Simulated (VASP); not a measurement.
# Zn31S33 (a cell with a defect) in VASP: single point with HSE06

Aim: the single point of Zn31S33 (a cell with a defect) with HSE06.

All numbers are computed with VASP 6.6.1; they aren't measurements. Logs are shortened: lines on timing, memory, paths and dates and some standing lists are left out, and cuts for length are marked.

## (1) The cell of the first run

The cell holds a defect, 64 atoms: a = 10.713 Å, b = 10.713 Å, c = 10.713 Å, α = 90.00°, β = 90.00°, γ = 90.00°.

## (2) Single point, HSE06

POSCAR

```
Zn31S33
1.0
   10.7125360000      0.0000000000      0.0000000000
    0.0000000000     10.7125360000      0.0000000000
    0.0000000000      0.0000000000     10.7125360000
Zn S
31 33
Direct
    0.0014910000      0.0038170000      0.9990060000
    0.0024560000      0.9992740000      0.4989930000
    0.9931840000      0.5038510000      0.0071130000
    0.0028150000      0.5006210000      0.5002200000
    0.5009590000      0.9995040000      0.9972760000
    0.5039280000      0.9988850000      0.4966560000
    0.5008370000      0.5007720000      0.9981450000
    0.2557430000      0.2528540000      0.9940500000
    0.2662160000      0.2571690000      0.4918920000
    0.2498690000      0.7564350000      0.0024140000
    0.2582630000      0.7503740000      0.4919250000
    0.7508040000      0.2527040000      0.9958640000
    0.7518970000      0.2508100000      0.4943290000
    0.7502850000      0.7506130000      0.9997840000
    0.7472780000      0.7470680000      0.5031720000
    0.2502840000      0.9990670000      0.2460750000
    0.2535890000      0.0046350000      0.7470940000
    0.2583000000      0.5087870000      0.2526540000
    0.2319420000      0.5309390000      0.7694830000
    0.7521690000      0.0019310000      0.2480710000
    0.7539430000      0.9988000000      0.7500030000
    0.7465480000      0.4995350000      0.2542040000
    0.7477510000      0.5086990000      0.7420820000
    0.0047020000      0.2528390000      0.2496760000
    0.0066750000      0.2521560000      0.7450150000
    0.0007330000      0.7506490000      0.2499910000
    0.9979370000      0.7562840000      0.7504110000
    0.5066010000      0.2506660000      0.2490090000
    0.5083300000      0.2583140000      0.7334750000
    0.4967580000      0.7474830000      0.2532310000
    0.5091750000      0.7496970000      0.7416300000
    0.4509350000      0.3757450000      0.5490960000
    0.1282430000      0.1279530000      0.1218280000
    0.1275290000      0.1238060000      0.6179120000
    0.1257810000      0.6272160000      0.1242580000
    0.1214410000      0.6362630000      0.6216720000
    0.6280650000      0.1242890000      0.1198230000
    0.6329500000      0.1191750000      0.6215160000
    0.6258750000      0.6258920000      0.1242590000
    0.6216540000      0.6224330000      0.6168000000
    0.3770270000      0.3760490000      0.1239900000
    0.3069670000      0.3548170000      0.6926970000
    0.3781090000      0.8764990000      0.1241880000
    0.3771740000      0.8765460000      0.6231200000
    0.8723560000      0.3752420000      0.1276750000
    0.8765200000      0.3757860000      0.6233840000
    0.8772620000      0.8761340000      0.1227080000
    0.8754150000      0.8761720000      0.6221380000
    0.3788100000      0.1185850000      0.3667920000
    0.3821490000      0.1249470000      0.8720000000
    0.3824170000      0.6233120000      0.3786740000
    0.3794400000      0.6367850000      0.8792240000
    0.8800070000      0.1244540000      0.3718050000
    0.8779450000      0.1275860000      0.8719170000
    0.8763860000      0.6257790000      0.3742980000
    0.8755120000      0.6270600000      0.8741720000
    0.1299550000      0.3785070000      0.3734260000
    0.1150560000      0.3786110000      0.8850290000
    0.1258890000      0.8757370000      0.3721960000
    0.1264070000      0.8792480000      0.8734970000
    0.6271190000      0.3727700000      0.3736090000
    0.6266410000      0.3783720000      0.8702350000
    0.6290080000      0.8745140000      0.3709390000
    0.6276380000      0.8753240000      0.8740570000
```

INCAR.step1

```
SYSTEM = Zn31S33
PREC = Accurate
ENCUT = 400
EDIFF = 1E-5
ISMEAR = -1
SIGMA = 0.05
LREAL = Auto
LASPH = .TRUE.
NELM = 120
ALGO = Normal
ISIF = 2
LWAVE = .TRUE.
LCHARG = .FALSE.
GGA = PE
NELECT = 572.0
ISYM = -1
NBANDS = 323
GGA_COMPAT = .FALSE.
KPAR = 1
```

INCAR.step2

```
SYSTEM = Zn31S33
PREC = Accurate
ENCUT = 400
EDIFF = 1E-6
ISMEAR = -1
SIGMA = 0.05
LREAL = Auto
LASPH = .TRUE.
NELM = 120
ALGO = Normal
ISIF = 2
LWAVE = .FALSE.
LCHARG = .FALSE.
GGA = PE
LHFCALC = .TRUE.
HFSCREEN = 0.2079
PRECFOCK = Fast
ISTART = 1
NELECT = 572.0
ISYM = -1
NBANDS = 323
GGA_COMPAT = .FALSE.
KPAR = 1
```

KPOINTS

```
explicit points
1
Reciprocal
  0.25000000   0.25000000   0.25000000 1
```

Potentials or basis: VASP PAW PBE potentials, release 64 (Zn, S).

The run is started by

```
cat potpaw_PBE.64/Zn/POTCAR potpaw_PBE.64/S/POTCAR > POTCAR
cp INCAR.step1 INCAR
mpirun -np 4 vasp_std > vasp.out
cp INCAR.step2 INCAR
mpirun -np 4 vasp_std > vasp.out
```

OUTCAR:

```text
SYSTEM = Zn31S33
   PREC = Accurate
   ENCUT = 400
   EDIFF = 1E-6
   ISMEAR = -1
   LREAL = Auto
   LASPH = .TRUE.
   NELM = 120
   ISIF = 2
   GGA = PE
   LHFCALC = .TRUE.
   HFSCREEN = 0.2079
   PRECFOCK = Fast
   ISTART = 1
   NELECT = 572.0
   ISYM = -1

 ion  position               nearest neighbor table
   1  0.001  0.004  0.999-  33 2.31  54 2.32  60 2.32  47 2.32
   2  0.002  0.999  0.499-  34 2.28  48 2.31  59 2.31  53 2.32
   3  0.993  0.504  0.007-  58 2.28  45 2.29  35 2.31  56 2.32
   4  0.003  0.501  0.500-  46 2.32  57 2.33  36 2.33  55 2.33
   5  0.501  1.000  0.997-  50 2.29  43 2.31  64 2.31  37 2.32
   6  0.504  0.999  0.497-  38 2.32  49 2.32  63 2.32  44 2.32
   7  0.501  0.501  0.998-  41 2.32  62 2.33  39 2.33  52 2.33
   8  0.256  0.253  0.994-  41 2.32  50 2.33  58 2.33  33 2.35
   9  0.266  0.257  0.492-  57 2.33  49 2.34  32 2.43  42 2.43  34 2.46
  10  0.250  0.756  0.002-  43 2.29  52 2.30  35 2.32  60 2.32
  11  0.258  0.750  0.492-  51 2.26  44 2.33  59 2.34  36 2.36
  12  0.751  0.253  0.996-  37 2.32  62 2.32  45 2.33  54 2.33
  13  0.752  0.251  0.494-  61 2.27  53 2.33  38 2.34  46 2.34
  14  0.750  0.751  1.000-  64 2.31  39 2.31  56 2.32  47 2.32
  15  0.747  0.747  0.503-  40 2.25  48 2.33  63 2.34  55 2.35
[... 11 lines left out ...]
  27  0.998  0.756  0.750-  48 2.29  36 2.30  60 2.32  56 2.32
  28  0.507  0.251  0.249-  61 2.27  37 2.33  49 2.34  41 2.35
  29  0.508  0.258  0.733-  62 2.33  38 2.33  32 2.42  42 2.43  50 2.46
  30  0.497  0.747  0.253-  51 2.25  43 2.33  63 2.33  39 2.35
  31  0.509  0.750  0.742-  40 2.26  64 2.33  44 2.34  52 2.36
  32  0.451  0.376  0.549-  42 2.19  29 2.42   9 2.43  61 2.66
  33  0.128  0.128  0.122-   1 2.31  16 2.32  24 2.33   8 2.35
  34  0.128  0.124  0.618-   2 2.28  17 2.32  25 2.33   9 2.46
  35  0.126  0.627  0.124-   3 2.31  26 2.31  10 2.32  18 2.35
  36  0.121  0.636  0.622-  19 2.28  27 2.30   4 2.33  11 2.36
  37  0.628  0.124  0.120-   5 2.32  20 2.32  12 2.32  28 2.33
  38  0.633  0.119  0.622-  21 2.29   6 2.32  29 2.33  13 2.34
  39  0.626  0.626  0.124-  14 2.31   7 2.33  22 2.33  30 2.35
  40  0.622  0.622  0.617-  15 2.25  31 2.26  23 2.26
  41  0.377  0.376  0.124-   7 2.32   8 2.32  28 2.35  18 2.35
  42  0.307  0.355  0.693-  32 2.19  19 2.21   9 2.43  29 2.43
  43  0.378  0.876  0.124-  10 2.29  16 2.30   5 2.31  30 2.33
  44  0.377  0.877  0.623-   6 2.32  17 2.32  11 2.33  31 2.34
  45  0.872  0.375  0.128-   3 2.29  12 2.33  22 2.33  24 2.33
  46  0.877  0.376  0.623-   4 2.32  25 2.32  13 2.34  23 2.36
  47  0.877  0.876  0.123-  14 2.32   1 2.32  20 2.33  26 2.33
  48  0.875  0.876  0.622-  27 2.29  21 2.30   2 2.31  15 2.33
  49  0.379  0.119  0.367-  16 2.28   6 2.32   9 2.34  28 2.34
  50  0.382  0.125  0.872-   5 2.29  17 2.31   8 2.33  29 2.46
  51  0.382  0.623  0.379-  30 2.25  11 2.26  18 2.26
  52  0.379  0.637  0.879-  19 2.27  10 2.30   7 2.33  31 2.36
[... 211 lines left out ...]
     AMIX     =   0.40;   BMIX     =  1.00
     AMIX_MAG =   1.60;   BMIX_MAG =  1.00
  volume/ion in A,a.u.               =      19.21       129.63
  Fermi-wavevector in a.u.,A,eV,Ry     =   1.268570  2.397250 21.895457  1.609271
  Thomas-Fermi vector in A             =   2.401658
   LORBIT       =      0    0 simple, 1 ext, 2 COOP (PROOUT), +10 PAW based schemes
   GGA     = PE    functional components
   LHFCALC =     T    Hartree Fock is set to
   PRECFOCK=fast      Normal, Fast or Accurate (Low or Medium for compatibility)
   ENCUT4O =  -1.0   cutoff for four orbital integrals eV
   NKREDX  =     1    reduce k-point grid by
   NKREDY  =     1    reduce k-point grid by
   NKREDZ  =     1    reduce k-point grid by
   AEXX    =    0.2500 exact exchange contribution
   HFSCREEN=    0.2079 screening length (either q_TF or 0.3 A-1)
   HFSCREENC=   0.2079 screening length for correlation (either q_TF or 0.3 A-1)
   ENCUTFOCK=  -1.0 apply spherical cutoff to Coloumb kernel
   IVDW    =     0    specifies the selected vdW correction
   LEPSILON=     F    determine dielectric tensor
   LRPA    =     F    only Hartree local field effects (RPA)
 non-spin polarized calculation
  energy-cutoff  :      400.00
  volume of cell :     1229.35
 maximum number of plane-waves:     22331
 NGX is ok and might be reduce to    70
  NGX = 36; NGY = 36; NGZ = 36

 number of electron     572.0000084 magnetization

 Free energy of the ion-electron system (eV)
  ---------------------------------------------------
  ext. energy  EPLUGINS =         0.00000000
  ---------------------------------------------------
  free energy    TOTEN  =      -260.34285751 eV

  energy without entropy =     -260.34285751  energy(sigma->0) =     -260.34285751

 E-fermi :   3.7636     XC(G=0):  -8.1029

 val. band max:        2.4985152801   @ k =   0.2500   0.2500   0.2500
 cond. band min:       5.9361451356   @ k =   0.2500   0.2500   0.2500
 fundamental gap:      3.4376298555
 Fermi energy:         3.7635946541

 k-point     1 :       0.2500    0.2500    0.2500
  band No.  band energies     occupation
      1     -13.2473      2.00000
      2     -12.7325      2.00000
      3     -12.4773      2.00000
      4     -12.4429      2.00000
      5     -12.3742      2.00000
      6     -12.2140      2.00000
[... 290 lines left out ...]
    297       7.0516      0.00000
    298       7.0637      0.00000
 [bands above 298 left out]

------------------------ aborting loop because EDIFF is reached ----------------------------------------

  FORCE on cell =-STRESS in cart. coord.  units (eV):
  Direction    XX          YY          ZZ          XY          YZ          ZX
  --------------------------------------------------------------------------------------
  -------------------------------------------------------------------------------------
  Total       40.2789524     45.1877703     40.3071802     -3.8142439      1.0195818     -3.0751147
  in kB       52.4942658     58.8917706     52.5310542     -4.9709816      1.3287882     -4.0076983
  external PRESSURE =      54.6390302 kB  Pullay stress =       0.0000000 kB

 VOLUME and BASIS-vectors are now :
 -----------------------------------------------------------------------------
  energy-cutoff  :      400.00
  volume of cell :     1229.35
      direct lattice vectors                 reciprocal lattice vectors
    10.712536000  0.000000000  0.000000000     0.093348578  0.000000000  0.000000000
     0.000000000 10.712536000  0.000000000     0.000000000  0.093348578  0.000000000
     0.000000000  0.000000000 10.712536000     0.000000000  0.000000000  0.093348578

 POSITION                                       TOTAL-FORCE (eV/Angst)
 -----------------------------------------------------------------------------------
      0.01597      0.04089     10.70189        -0.021342     -0.007040      0.007299
      0.02631     10.70476      5.34548        -0.026298      0.005229     -0.008666
     10.63952      5.39752      0.07620         0.001787     -0.021666     -0.011085
      0.03016      5.36292      5.35862        -0.021200     -0.007871     -0.009524
      5.36654     10.70722     10.68336         0.007230      0.009003      0.011640
      5.39835     10.70059      5.32045        -0.012257      0.005947      0.009046
[... 56 lines left out ...]
      6.73827      9.36826      3.97370         0.020753      0.021058     -0.008817
      6.72359      9.37694      9.36337         0.012832      0.016604      0.006096
 -----------------------------------------------------------------------------------
    total drift:                               -0.167165     -0.168836      0.132157

  FREE ENERGIE OF THE ION-ELECTRON SYSTEM (eV)
  ---------------------------------------------------
  free  energy   TOTEN  =      -260.3428575061 eV

  energy  without entropy=     -260.3428575061  energy(sigma->0) =     -260.34285751
```

Run time: 15 min. Hardware: 4 MPI ranks of Intel Xeon 6975P-C (Granite Rapids), shared host; peak memory 0.69 GiB.

Results:

```
Free energy   : -260.3429 eV
Largest force : 0.547 eV/Å
```

Forces on the atoms (eV/Å):
```
Zn  -0.021 -0.007  0.007
Zn  -0.026  0.005 -0.009
Zn   0.002 -0.022 -0.011
Zn  -0.021 -0.008 -0.010
Zn   0.007  0.009  0.012
Zn  -0.012  0.006  0.009
Zn   0.000 -0.014  0.008
Zn  -0.009 -0.007  0.007
Zn   0.002 -0.017  0.002
Zn  -0.002 -0.018 -0.002
Zn   0.021 -0.046  0.001
Zn  -0.005  0.006  0.012
Zn  -0.048  0.038 -0.011
Zn  -0.015 -0.016  0.005
Zn  -0.027 -0.028 -0.019
Zn  -0.013  0.011  0.016
Zn  -0.001 -0.011 -0.005
Zn   0.022 -0.008  0.014
Zn  -0.031  0.026  0.027
Zn  -0.019 -0.006  0.013
Zn  -0.025  0.020  0.002
Zn  -0.031 -0.012  0.024
Zn  -0.022 -0.011 -0.031
Zn  -0.025  0.005 -0.002
Zn  -0.019  0.001 -0.001
Zn  -0.017 -0.013  0.009
Zn  -0.010 -0.020 -0.007
Zn   0.002  0.042  0.037
Zn  -0.006 -0.025  0.002
Zn   0.018 -0.033  0.020
Zn  -0.005 -0.043 -0.036
S   -0.394 -0.032  0.378
S    0.009  0.004 -0.006
S    0.006  0.001 -0.015
S    0.010  0.012 -0.013
S    0.004  0.013 -0.006
S    0.014 -0.006 -0.015
S    0.026 -0.032  0.016
S    0.017  0.015 -0.017
S    0.005  0.017  0.005
S   -0.008 -0.004 -0.015
S    0.374  0.050 -0.379
S    0.000  0.012 -0.005
S   -0.008  0.028  0.019
S    0.013 -0.017 -0.004
S    0.028 -0.004  0.020
S    0.019  0.010 -0.009
S    0.021  0.013 -0.004
S   -0.010 -0.012 -0.007
S    0.024 -0.013  0.014
S    0.007  0.011 -0.005
S    0.000  0.004 -0.003
S    0.025 -0.008 -0.008
S    0.019  0.005  0.000
S    0.030  0.011 -0.009
S    0.023  0.017  0.004
S   -0.009 -0.009 -0.003
S   -0.043  0.026  0.054
S    0.004  0.010 -0.007
S    0.012  0.010  0.001
S    0.074  0.028 -0.075
S    0.010 -0.001  0.019
S    0.021  0.021 -0.009
S    0.013  0.017  0.006
```

Levels at points of the mesh, in eV from the Fermi level:
| k point | band 282 | band 283 | band 284 | band 285 | band 286 | band 287 | band 288 | band 289 | band 290 | band 291 |
| --- | --- | --- | --- | --- | --- | --- | --- | --- | --- | --- |
| (0.25, 0.25, 0.25) | -2.37 | -2.22 | -2.05 | -1.46 | -1.27 | 2.17 | 2.54 | 2.61 | 2.74 | 2.79 |

Caveat: the cell carries a net charge on a neutralising background, which shifts energy and pressure; the cell is charged against a uniform background, so pressure and absolute levels hang on convention; the PAW data sets were made with another functional, which shifts forces and pressure a little.
